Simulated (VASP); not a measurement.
Input of a VASP 6.6.1 run:

INCAR

```
SYSTEM = BN
  ALGO = Normal
  EDIFF = 1E-6
  ENCUT = 520
  GGA = PE
  ISIF = 2
  ISMEAR = 0
  LASPH = .True.
  LCHARG = .False.
  LREAL = .False.
  LWAVE = .False.
  NBANDS = 16
  NELM = 100
  PREC = Accurate
  SIGMA = 0.05
```

The input KPOINTS:

```
k-points
0
Gamma
  6 6 6
  0 0 0
```

POSCAR

```
BN
1.0
    0.0000000000     -1.8123937734     -1.7882889362
   -1.7882889362      0.0000000000     -1.7882889362
    1.7882889362      1.8123937734     -3.5765778724
B N
2 2
Direct
   -0.0047981010      0.0213932330      0.0000000000
    0.5047981010      0.4786067670      0.5000000000
    0.3700897898      0.3968930928      0.8750000000
    0.8799102102      0.8531069072      0.3750000000
```

Potentials or basis: VASP PAW PBE potentials, release 64 (B, N).

The run is started by

```sh
$ cat potpaw_PBE.64/B/POTCAR potpaw_PBE.64/N/POTCAR > POTCAR
$ mpirun -np 1 vasp_std > vasp.out
```

Question: Predict the largest force.

Answer: 0.605 eV/Å.

Question: What does it give for the band gap on the k mesh?

Answer: 4.33 eV.

Question: What does it give for the pressure?

Answer: 10.7 GPa.

Stress tensor (GPa, compression positive):
```
13.00  0.10 -0.18
 0.10  5.54 -0.02
-0.18 -0.02 13.44
```

Caveat: the k points lie up to 0.48 Å⁻¹ apart. A k mesh can miss the band edges.
